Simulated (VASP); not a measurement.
# Ti2Al6H in VASP: further runs, part 2 of 2

VASP 6.6.1.

## 3. Single point, PBE+D3(BJ)

INCAR

```
SYSTEM = Ti2Al6H
PREC = Accurate ; ENCUT = 520
EDIFF = 1E-6 ; ISMEAR = 0
SIGMA = 0.1 ; LREAL = .False.
LASPH = .True. ; NELM = 80
ALGO = Normal ; ISIF = 2
LWAVE = .False. ; LCHARG = .False.
LDIPOL = .True. ; IDIPOL = 3
DIPOL = 0.5 0.5 0.309 ; GGA = PE
IVDW = 12 ; NBANDS = 32
```

KPOINTS

```
Automatic mesh
0
Gamma
  6 6 1
  0 0 0
```

POSCAR

```
Ti2Al6H
1.0
    5.0241861190      0.0000000000      0.0000000000
    2.1588814530      4.5367033218      0.0000000000
    0.0000000000      0.0000000000     21.2187109014
Al Ti H
6 2 1
Direct
    0.5000000000      0.0000000000      0.1885128658
    0.0000000000      0.5000000000      0.1885128658
    0.0000000000      0.0000000000      0.2517328341
    0.0000000000      0.5000000000      0.3193548961
    0.5000000000      0.0000000000      0.3193548961
    0.5000000000      0.5000000000      0.3826203646
    0.5000000000      0.5000000000      0.2517328341
    0.0000000000      0.0000000000      0.3797002555
    1.0000000000      1.0000000000      0.5004409057
```

Potentials or basis: VASP PAW PBE potentials, release 64 (Al, Ti_sv, H).

Started as:

```sh
> cat potpaw_PBE.64/Al/POTCAR potpaw_PBE.64/Ti_sv/POTCAR potpaw_PBE.64/H/POTCAR > POTCAR
> mpirun -np 1 vasp_std > vasp.out
```

OUTCAR:

```text
SYSTEM = Ti2Al6H
   PREC = Accurate
   ENCUT = 520
   EDIFF = 1E-6
   ISMEAR = 0
   LREAL = .False.
   LASPH = .True.
   NELM = 80
   ISIF = 2
   GGA = PE
   IVDW = 12
 IVDW          = 12

 ion  position               nearest neighbor table
   1  0.500  0.000  0.189-   2 2.68   2 2.68   5 2.78   7 2.85   7 2.85   3 2.85   3 2.85
   2  0.000  0.500  0.189-   1 2.68   1 2.68   4 2.78   3 2.85   3 2.85   7 2.85   7 2.85
   3  0.000  0.000  0.252-   7 2.68   7 2.68   8 2.72   2 2.85   2 2.85   1 2.85   1 2.85   4 2.89
                             4 2.89   5 2.89   5 2.89
   4  0.000  0.500  0.319-   5 2.68   5 2.68   2 2.78   8 2.82   8 2.82   6 2.85   6 2.85   3 2.89
                             3 2.89   7 2.89   7 2.89
   5  0.500  0.000  0.319-   4 2.68   4 2.68   1 2.78   8 2.82   8 2.82   6 2.85   6 2.85   7 2.89
                             7 2.89   3 2.89   3 2.89
   6  0.500  0.500  0.383-   8 2.68   8 2.68   7 2.78   5 2.85   5 2.85   4 2.85   4 2.85
   7  0.500  0.500  0.252-   3 2.68   3 2.68   6 2.78   1 2.85   1 2.85   2 2.85   2 2.85   5 2.89
                             5 2.89   4 2.89   4 2.89
   8  0.000  0.000  0.380-   6 2.68   6 2.68   3 2.72   4 2.82   4 2.82   5 2.82   5 2.82
   9  0.000  0.000  0.500-

  LATTYP: Found a base centered orthorhombic cell.
 ALAT       =     5.3657849248
 B/A-ratio  =     1.5833231892
 C/A-ratio  =     3.9544467769

  Lattice vectors:

 A1 = (  -2.1588814530,  -4.5367033218,   0.0000000000)
 A2 = (   5.0241861190,   0.0000000000,   0.0000000000)
 A3 = (   0.0000000000,   0.0000000000,  21.2187109014)

Analysis of symmetry for initial positions (statically):
=====================================================================
 Subroutine PRICEL returns:
 Original cell was already a primitive cell.

 Routine SETGRP: Setting up the symmetry group for a
 base centered orthorhombic supercell.

 Subroutine GETGRP returns: Found  4 space group operations
 (whereof  4 operations were pure point group operations)
 out of a pool of  8 trial point group operations.

The static configuration has the point symmetry C_2v.

[... 151 lines left out ...]
   NGX = 19   NGY = 19   NGZ = 79

 dipolmoment           0.000000      0.000000     -0.019243 electrons x Angstroem

 number of electron      43.0000009 magnetization

 dipolmoment           0.000000      0.000000      0.307088 electrons x Angstroem

 Free energy of the ion-electron system (eV)
  ---------------------------------------------------
  ext. energy  EPLUGINS =         0.00000000
  ---------------------------------------------------
  free energy    TOTEN  =       -38.02818804 eV

  energy without entropy =      -38.00116566  energy(sigma->0) =      -38.01467685

 E-fermi :  -1.6954     XC(G=0):  -4.0104

 val. band max:       -1.7216133899   @ k =   0.5000   0.0000   0.0000
 cond. band min:      -1.6750136674   @ k =  -0.1667   0.1667   0.0000
 fundamental gap:      0.0465997226
 Fermi energy:        -1.6953631555

 k-point     1 :       0.0000    0.0000    0.0000
  band No.  band energies     occupation
      1     -58.5345      2.00000
      2     -58.2746      2.00000
      3     -34.8894      2.00000
      4     -34.7749      2.00000
      5     -34.7158      2.00000
      6     -34.6725      2.00000
[... 444 lines left out ...]
     31       1.7169      0.00000
     32       1.7744      0.00000

------------------------ aborting loop because EDIFF is reached ----------------------------------------

 vacuum level on the upper side and lower side of the slab       (xc-potential included)         1.016        -1.346

 Edisp (eV)   -2.03890

 E8    (eV) :    -0.9687

  FORCE on cell =-STRESS in cart. coord.  units (eV):
  Direction    XX          YY          ZZ          XY          YZ          ZX
  --------------------------------------------------------------------------------------
  -------------------------------------------------------------------------------------
  Total      -4.16460    -2.41062    -5.53570    -1.84292     0.00000     0.00000
  in kB     -13.79619    -7.98572   -18.33825    -6.10510     0.00000     0.00000
  external pressure =      -13.37 kB  Pullay stress =        0.00 kB

 VOLUME and BASIS-vectors are now :
 -----------------------------------------------------------------------------
  energy-cutoff  :      520.00
  volume of cell :      483.64
      direct lattice vectors                 reciprocal lattice vectors
     5.024186119  0.000000000  0.000000000     0.199037212 -0.094715858  0.000000000
     2.158881453  4.536703322  0.000000000     0.000000000  0.220424376  0.000000000
     0.000000000  0.000000000 21.218710901     0.000000000  0.000000000  0.047128216

 POSITION                                       TOTAL-FORCE (eV/Angst)
 -----------------------------------------------------------------------------------
      2.51209      0.00000      4.00000         0.000000      0.000000      0.501602
      1.07944      2.26835      4.00000        -0.000000      0.000000      0.501602
      0.00000      0.00000      5.34145        -0.000000      0.000000     -0.510960
      1.07944      2.26835      6.77630         0.000000      0.000000     -0.075275
      2.51209      0.00000      6.77630         0.000000      0.000000     -0.075275
      3.59153      2.26835      8.11871        -0.000000      0.000000      0.342290
      3.59153      2.26835      5.34145         0.000000      0.000000     -0.613596
      0.00000      0.00000      8.05675         0.000000      0.000000      1.768177
      0.00000      0.00000     10.61871         0.000000      0.000000     -1.838564
 -----------------------------------------------------------------------------------
    total drift:                                0.000000      0.000000     -0.000367

  FREE ENERGIE OF THE ION-ELECTRON SYSTEM (eV)
  ---------------------------------------------------
  free  energy   TOTEN  =       -40.0670930308 eV

  energy  without entropy=      -40.0400706477  energy(sigma->0) =      -40.05358184

 vacuum level on the upper side and lower side of the slab         4.820         2.392
```

stdout:

```text
POSCAR found type information on POSCAR AlTiH
 POSCAR found :  3 types and       9 ions
 scaLAPACK will be used
 LDA part: xc-table for (Slater+PW92), standard interpolation
 POSCAR, INCAR and KPOINTS ok, starting setup
 FFT: planning ... GRIDC
 FFT: planning ... GRID_SOFT
 FFT: planning ... GRID
 WAVECAR not read
 entering main loop
```

Wall time 4.9 min (1 thread of Intel Xeon 6975P-C (Granite Rapids), shared host); peak memory 0.62 GiB.

Results:

```
Free energy                : -40.0671 eV
Largest force              : 1.839 eV/Å
Band gap on the k mesh     : zero (an odd number of electrons rules out a gap without spin polarisation)
Dispersion energy per atom : -0.227 eV
```

Forces on the atoms (eV/Å):
```
Al   0.000  0.000  0.502
Al   0.000  0.000  0.502
Al   0.000  0.000 -0.511
Al   0.000  0.000 -0.075
Al   0.000  0.000 -0.075
Al   0.000  0.000  0.342
Ti   0.000  0.000 -0.614
Ti   0.000  0.000  1.768
H    0.000  0.000 -1.839
```

Levels at points of the mesh, in eV from the Fermi level:
| k point | band 19 | band 20 | band 21 | band 22 | band 23 | band 24 | band 25 | band 26 |
| --- | --- | --- | --- | --- | --- | --- | --- | --- |
| (0.00, 0.00, 0.00) | -0.97 | -0.95 | -0.42 | -0.29 | -0.13 | 1.07 | 1.16 | 1.85 |
| (0.50, 0.00, 0.00) | -0.36 | -0.36 | -0.14 | -0.03 | 0.40 | 0.85 | 1.06 | 1.38 |
| (0.50, 0.50, 0.00) | -0.32 | -0.29 | 0.44 | 0.52 | 0.56 | 0.60 | 0.79 | 0.83 |
